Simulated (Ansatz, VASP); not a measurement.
# Ga in VASP and in Ansatz

The input POSCAR:

```
Ga
1.0
    0.0000000000      2.0201357670      2.0201357670
    2.0201357670      0.0000000000      2.0201357670
    2.0201357670      2.0201357670      0.0000000000
Ga
1
Direct
    0.0000000000      0.0000000000      0.0000000000
```

The input INCAR.step1:

```
SYSTEM = Ga
PREC = Accurate
ENCUT = 520
ISMEAR = -1
SIGMA = 0.1
LREAL = .FALSE.
LASPH = .TRUE.
NELM = 80
NBANDS = 12
GGA = PE
ALGO = Normal
EDIFF = 1E-4
LWAVE = .TRUE.
LCHARG = .FALSE.
```

Contents of INCAR.step2:

```
SYSTEM = Ga
PREC = Accurate
ENCUT = 520
EDIFF = 1E-6
ISMEAR = -1
SIGMA = 0.1
LREAL = .FALSE.
LASPH = .TRUE.
NELM = 80
ALGO = Normal
ISIF = 2
LWAVE = .FALSE.
LCHARG = .TRUE.
METAGGA = R2SCAN
LMIXTAU = .TRUE.
LELF = .TRUE.
LVHAR = .TRUE.
NBANDS = 12
ISTART = 1
```

The input KPOINTS:

```
regular mesh
0
G
  15 15 15
  0 0 0
```

Input for Ansatz:

```yaml
crystal:
  lattice:
    - [0.0, 2.020135767, 2.020135767]
    - [2.020135767, 0.0, 2.020135767]
    - [2.020135767, 2.020135767, 0.0]
  atoms:
    - { symbol: Ga, position: [0.0, 0.0, 0.0] }
hamiltonian:
  xc: r2scan
  pseudopotentials:
    kind: paw
    azcp:
      Ga: "pseudopotentials/Ga.paw.azcp"
basis:
  ecutwfc: 500
  fft_grid_basis: typed
kpoints:
  mp_grid: { grid: [15, 15, 15], shift: [0, 0, 0] }
magnetization:
  spin_polarized: false
scf:
  occupations: { method: fermi_dirac, width: 0.1 }
  lower_state_search: "off"
output:
  stress: true
```

Alike in both runs: task single point; functional r2SCAN; k mesh 15 × 15 × 15; occupations fermi-dirac, width 0.1 eV; no spin polarisation.

|  | VASP | Ansatz |
| --- | --- | --- |
| version | VASP 6.6.1 | Ansatz 0.2.0 |
| potentials or method | VASP PAW PBE potentials, release 64 (Ga_d), cutoff 520 eV | plane waves (500 eV) with PAW, scalar-relativistic |
| valence electrons in the cell | 13 | 13 |

```csv
,VASP,Ansatz,Ansatz less VASP
pressure (GPa),5.7,5.6,-0.10
```

VASP's potentials were made for PBE, not for r2SCAN.
